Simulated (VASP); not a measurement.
# MgI2 (P-3m1) in VASP: a series of runs

MgI2 is run at these levels: PBE; tasks: relaxation of the atoms.

All numbers are computed with VASP 6.6.1; they aren't measurements. Logs are shortened: lines on timing, memory, paths and dates and some standing lists are left out, and cuts for length are marked.

## (1) The cell of the first run

Symmetry: P-3m1, No. 164, trigonal system. Conventional cell: a = 4.207 Å, b = 4.207 Å, c = 8.020 Å, α = 90.00°, β = 90.00°, γ = 120.00°. Mg (site symmetry -3m) has 6 I at 2.97 Å within 3.9 Å. I (site symmetry 3m) has 3 Mg at 2.97 Å within 3.9 Å.

## (2) Relaxation of the atoms, PBE (engineering shear strain xz +0.0000, normal strain along z +0.0267)

Contents of INCAR:

```
ALGO = Normal
EDIFF = 1E-6
EDIFFG = -0.01
ENCUT = 520
GGA = PE
IBRION = 2
ISIF = 2
ISMEAR = 0
LASPH = True
LCHARG = False
LREAL = False
LWAVE = False
NELM = 80
NSW = 50
PREC = Accurate
SIGMA = 0.05
```

Contents of KPOINTS:

```
k-points
0
Gamma
  6 6 4
```

Contents of POSCAR:

```
MgI2
1.0
    4.2072027146      0.0000000000      0.0000000000
   -2.1036013573      3.6435444297      0.0000000000
    0.0000000000      0.0000000000      8.0202959420
Mg I
1 2
Direct
    0.0000000000      0.0000000000      0.0000000000
    0.3333333333      0.6666666667      0.7858667836
    0.6666666667      0.3333333333      0.2141332164
```

Potentials or basis: VASP PAW PBE potentials, release 64 (Mg, I).

Launch:

```
> cat potpaw_PBE.64/Mg/POTCAR potpaw_PBE.64/I/POTCAR > POTCAR
> mpirun -np 1 vasp_std > vasp.out
```

OUTCAR:

```text
EDIFF = 1E-6
   EDIFFG = -0.01
   ENCUT = 520
   GGA = PE
   IBRION = 2
   ISIF = 2
   ISMEAR = 0
   LASPH = True
   LREAL = False
   NELM = 80
   NSW = 50
   PREC = Accurate

 ion  position               nearest neighbor table
   1  0.000  0.000  0.000-   2 2.97   3 2.97   2 2.97   3 2.97   3 2.97   2 2.97
   2  0.333  0.667  0.786-   1 2.97   1 2.97   1 2.97
   3  0.667  0.333  0.214-   1 2.97   1 2.97   1 2.97

  LATTYP: Found a hexagonal cell.
 ALAT       =     4.2072027146
 C/A-ratio  =     1.9063250540

  Lattice vectors:

 A1 = (   4.2072027146,   0.0000000000,   0.0000000000)
 A2 = (  -2.1036013573,   3.6435444297,   0.0000000000)
 A3 = (   0.0000000000,   0.0000000000,   8.0202959420)

Analysis of symmetry for initial positions (statically):
=====================================================================
 Subroutine PRICEL returns:
 Original cell was already a primitive cell.

 Routine SETGRP: Setting up the symmetry group for a
 hexagonal supercell.

 Subroutine GETGRP returns: Found 12 space group operations
 (whereof 12 operations were pure point group operations)
 out of a pool of 24 trial point group operations.

The static configuration has the point symmetry D_3d.

Analysis of symmetry for dynamics (positions and initial velocities):
=====================================================================
 Subroutine PRICEL returns:
 Original cell was already a primitive cell.

 Routine SETGRP: Setting up the symmetry group for a
 hexagonal supercell.

 Subroutine GETGRP returns: Found 12 space group operations
 (whereof 12 operations were pure point group operations)
 out of a pool of 24 trial point group operations.

The dynamic configuration has the point symmetry D_3d.

 Subroutine INISYM returns: Found 12 space group operations
 (whereof 12 operations are pure point group operations),
 and found     1 'primitive' translations

----------------------------------------------------------------------------------------

                                     Primitive cell

  volume of cell :     122.9442

  direct lattice vectors                    reciprocal lattice vectors
     4.207202715  0.000000000  0.000000000     0.237687620  0.137229011  0.000000000
    -2.103601357  3.643544430  0.000000000     0.000000000  0.274458023  0.000000000
     0.000000000  0.000000000  8.020295942     0.000000000  0.000000000  0.124683678

  length of vectors
     4.207202715  4.207202715  8.020295942     0.274458023  0.274458023  0.124683678

  position of ions in fractional coordinates (direct lattice)
     0.000000000  0.000000000  0.000000000
[... 76 lines left out ...]
   LASPH  =      T    aspherical Exc in radial PAW
   ENCUT  =  520.0 eV  38.22 Ry    6.18 a.u.   7.82  7.82 14.91*2*pi/ulx,y,z
   NELM   =     80;   NELMIN=  2; NELMDL= -5     # of ELM steps
   EDIFF  = 0.1E-05   stopping-criterion for ELM
   LREAL  =      F    real-space projection
   EDIFFG = -.1E-01   stopping-criterion for IOM
   NSW    =     50    number of steps for IOM
   IBRION =      2    ionic relax: 0-MD 1-quasi-New 2-CG
   NFREE  =      1    steps in history (QN), initial steepest desc. (CG)
   ISIF   =      2    stress and relaxation
   ISYM   =      2    0-nonsym 1-usesym 2-fastsym
   POTIM  = 0.5000    time-step for ionic-motion
   TEBEG  =    0.0;   TEEND  =   0.0 temperature during run
   PSTRESS=    0.0 pullay stress
   NELECT =      16.0000    total number of electrons
   NUPDOWN=      -1.0000    fix difference up-down
   EMIN   =  10.00;   EMAX   =-10.00  energy-range for DOS
   EFERMI =   0.00;   METHOD = LEGACY
   ISMEAR =     0;   SIGMA  =   0.05  broadening in eV -4-tet -1-fermi 0-gaus
   EFERMI_NEDOS =   21; number of points for ismear=-14 and -15
   IALGO  =     38    algorithm
   IMIX   =      4    mixing-type and parameters
     AMIX     =   0.40;   BMIX     =  1.00
     AMIX_MAG =   1.60;   BMIX_MAG =  1.00
  volume/ion in A,a.u.               =      40.98       276.56
  Fermi-wavevector in a.u.,A,eV,Ry     =   0.829619  1.567753  9.364458  0.688268
  Thomas-Fermi vector in A             =   1.942197
   LORBIT       =      0    0 simple, 1 ext, 2 COOP (PROOUT), +10 PAW based schemes
   GGA     = PE    functional components
   LHFCALC =     F    Hartree Fock is set to
   AEXX    =    0.0000 exact exchange contribution
   IVDW    =     0    specifies the selected vdW correction
   LEPSILON=     F    determine dielectric tensor
   LRPA    =     F    only Hartree local field effects (RPA)
 conjugate gradient relaxation of ions
 non-spin polarized calculation
 Gauss-broadening in eV      SIGMA  =   0.05
  energy-cutoff  :      520.00
  volume of cell :      122.94
 maximum number of plane-waves:      3330
 NGX is ok and might be reduce to    32
   NGX = 15   NGY = 15   NGZ = 29

--------------------------------------- Ionic step        1  -------------------------------------------

 number of electron      15.9999998 magnetization

 Free energy of the ion-electron system (eV)
  ---------------------------------------------------
  ext. energy  EPLUGINS =         0.00000000
  ---------------------------------------------------
  free energy    TOTEN  =        -7.72883857 eV

  energy without entropy =       -7.72883857  energy(sigma->0) =       -7.72883857

------------------------ aborting loop because EDIFF is reached ----------------------------------------

  FORCE on cell =-STRESS in cart. coord.  units (eV):
  Direction    XX          YY          ZZ          XY          YZ          ZX
  --------------------------------------------------------------------------------------
  -------------------------------------------------------------------------------------
  Total       -0.3235109     -0.3235109     -0.7382665      0.0000000     -0.0000000      0.0000000
  in kB       -4.2159124     -4.2159124     -9.6209030      0.0000000     -0.0000000      0.0000000
  external PRESSURE =      -6.0175760 kB  Pullay stress =       0.0000000 kB
[... 98 lines left out ...]
--------------------------------------- Ionic step        4  -------------------------------------------

 number of electron      16.0000001 magnetization

 Free energy of the ion-electron system (eV)
  ---------------------------------------------------
  ext. energy  EPLUGINS =         0.00000000
  ---------------------------------------------------
  free energy    TOTEN  =        -7.73873225 eV

  energy without entropy =       -7.73873225  energy(sigma->0) =       -7.73873225

 E-fermi :   0.9758     XC(G=0):  -7.2976

 val. band max:        0.7272499087   @ k =   0.0000   0.0000   0.0000
 cond. band min:       4.3444234540   @ k =   0.5000  -0.0000   0.5000
 fundamental gap:      3.6171735452
 Fermi energy:         0.9758412720

 k-point     1 :       0.0000    0.0000    0.0000
  band No.  band energies     occupation
      1     -11.0165      2.00000
      2     -10.4889      2.00000
      3      -2.2291      2.00000
      4       0.3938      2.00000
      5       0.4462      2.00000
      6       0.4462      2.00000
      7       0.7272      2.00000
      8       0.7272      2.00000
      9       4.4549      0.00000
     10       5.6302      0.00000
     11       7.4177      0.00000
     12       7.4177      0.00000
[... 373 lines left out ...]
  FREE ENERGIE OF THE ION-ELECTRON SYSTEM (eV)
  ---------------------------------------------------
  free  energy   TOTEN  =        -7.7387322471 eV

  energy  without entropy=       -7.7387322471  energy(sigma->0) =       -7.73873225

 reached required accuracy - stopping structural energy minimisation
```

OSZICAR:

```text
N       E                     dE             d eps       ncg     rms          rms(c)
DAV:   1     0.838593348693E+02    0.83859E+02   -0.57365E+03   576   0.102E+03
DAV:   2    -0.113562376232E+01   -0.84995E+02   -0.80415E+02   876   0.152E+02
DAV:   3    -0.777296285524E+01   -0.66373E+01   -0.66093E+01   716   0.505E+01
DAV:   4    -0.791075029193E+01   -0.13779E+00   -0.13773E+00   784   0.912E+00
[... 25 lines left out ...]
       N       E                     dE             d eps       ncg     rms          rms(c)
DAV:   1    -0.773856699116E+01    0.25895E-04   -0.45305E-02   596   0.125E+00    0.999E-02
DAV:   2    -0.773873551966E+01   -0.16853E-03   -0.18883E-03   712   0.298E-01    0.313E-02
DAV:   3    -0.773873289254E+01    0.26271E-05   -0.23211E-05   664   0.440E-02    0.248E-02
DAV:   4    -0.773873224706E+01    0.64548E-06   -0.49359E-06   704   0.153E-02
   4 F= -.77387322E+01 E0= -.77387322E+01  d E =-.989368E-02
```

It took 60 s on 1 thread of Intel Xeon Platinum 8259CL at 2.50GHz (Skylake/Cascade Lake), shared host; peak memory 0.26 GiB.

What came out:

```
Free energy               : -7.7387 eV
Energy gained by relaxing : 3.3 meV/atom
Ionic steps               : 4
Pressure after relaxing   : 0.0 GPa
Band gap on the k mesh    : 3.62 eV (least direct gap 3.73 eV)
```

The path:
```
step  energy change (eV)  largest force (eV/Å)  pressure (GPa)
   1              0.0000                0.2112           -0.60
   2             -0.0039                0.1660           -0.48
   3             -0.0098                0.0254           -0.10
   4             -0.0099                0.0008           -0.03
```

Final structure:
```yaml
crystal:
  lattice:
    - [4.20720, 0.00000, 0.00000]
    - [-2.10360, 3.64354, 0.00000]
    - [0.00000, 0.00000, 8.02030]
  atoms:
    - { symbol: Mg, position: [0.00000, 0.00000, 0.00000] }
    - { symbol: I, position: [0.33333, 0.66667, 0.79164] }
    - { symbol: I, position: [0.66667, 0.33333, 0.20836] }
```

Levels at points of the mesh, in eV from the valence-band top:
```
           k point  band 6  band 7  band 8  band 9  band 10  band 11
(0.00, 0.00, 0.00)   -0.28    0.00    0.00    3.73     4.90     6.69
(0.50, 0.00, 0.00)   -1.14   -0.63   -0.39    3.66     5.45     5.80
(0.00, 0.00, 0.50)   -0.27   -0.01   -0.01    4.32     4.89     6.66
(0.50, 0.00, 0.50)   -1.12   -0.62   -0.43    3.62     5.46     5.75
```

Caveat: the cell differs from its parent crystal (engineering shear strain xz +0.0000, normal strain along z +0.0267); spin-orbit coupling is left out, which moves the levels of the heavy elements; this functional lacks dispersion, which binds layers or chains, so the pressure and a relaxed spacing across them are unreliable.

## (3) Relaxation of the atoms, PBE (engineering shear strain xz +0.0000, normal strain along z +0.0400)

Contents of INCAR:

```
SYSTEM = MgI2
ALGO = Normal
EDIFF = 1E-6
EDIFFG = -0.01
ENCUT = 520
GGA = PE
IBRION = 2
ISIF = 2
ISMEAR = 0
LASPH = .TRUE.
LCHARG = .FALSE.
LREAL = .FALSE.
LWAVE = .FALSE.
NELM = 60
NSW = 50
PREC = Accurate
SIGMA = 0.05
```

Contents of KPOINTS:

```
k-points
0
G
  6 6 4
  0 0 0
```

Changes to POSCAR since step 2:

```diff
@@ -4,3 +4,3 @@
    -2.1036013573      3.6435444297      0.0000000000
-    0.0000000000      0.0000000000      8.0202959420
+    0.0000000000      0.0000000000      8.1241918571
 Mg I
```

Potentials or basis: VASP PAW PBE potentials, release 64 (Mg, I).

Launch:

```
> cat potpaw_PBE.64/Mg/POTCAR potpaw_PBE.64/I/POTCAR > POTCAR
> mpirun -np 1 vasp_std > vasp.out
```

Run time: 65 s. Hardware: 1 thread of Intel Xeon Platinum 8259CL at 2.50GHz (Skylake/Cascade Lake), shared host; peak memory 0.26 GiB.

The run converged. Its results:

```
Free energy               : -7.7385 eV
Energy gained by relaxing : 7.1 meV/atom
Ionic steps               : 4
Pressure after relaxing   : 0.0 GPa
Band gap on the k mesh    : 3.62 eV (least direct gap 3.74 eV)
```

Forces in eV/Å, atoms in the order of the input:
```
Mg   0.000  0.000  0.000
I    0.000  0.000 -0.002
I    0.000  0.000  0.002
```

The path:
| step | energy change (eV) | largest force (eV/Å) | pressure (GPa) |
| --- | --- | --- | --- |
| 1 | 0.0000 | 0.3065 | -0.85 |
| 2 | -0.0081 | 0.2429 | -0.68 |
| 3 | -0.0209 | 0.0428 | -0.15 |
| 4 | -0.0213 | 0.0022 | -0.03 |

Final structure:
```cif
data_structure
_symmetry_space_group_name_H-M 'P 1'
_symmetry_Int_Tables_number 1
_cell_length_a 4.2072
_cell_length_b 4.2072
_cell_length_c 8.1242
_cell_angle_alpha 90.000
_cell_angle_beta 90.000
_cell_angle_gamma 120.000
_cell_volume 124.54
loop_
_atom_site_label
_atom_site_type_symbol
_atom_site_fract_x
_atom_site_fract_y
_atom_site_fract_z
_atom_site_occupancy
Mg1 Mg 0.00000 0.00000 0.00000 1
I1 I 0.33333 0.66667 0.79431 1
I2 I 0.66667 0.33333 0.20569 1
```

Levels at points of the mesh, in eV from the valence-band top:
```tsv
k point	band 5	band 6	band 7	band 8	band 9	band 10	band 11	band 12
(0.00, 0.00, 0.00)	-0.28	-0.28	0.00	0.00	3.74	4.90	6.69	6.69
(0.50, 0.00, 0.00)	-1.33	-1.13	-0.62	-0.40	3.66	5.46	5.80	7.31
(0.00, 0.00, 0.50)	-0.27	-0.27	-0.01	-0.01	4.30	4.89	6.66	6.66
(0.50, 0.00, 0.50)	-1.19	-1.12	-0.62	-0.42	3.62	5.46	5.75	6.35
```

Caveat: the cell differs from its parent crystal (engineering shear strain xz +0.0000, normal strain along z +0.0400); spin-orbit coupling is left out, which moves the levels of the heavy elements; this functional lacks dispersion, which binds layers or chains, so the pressure and a relaxed spacing across them are unreliable.
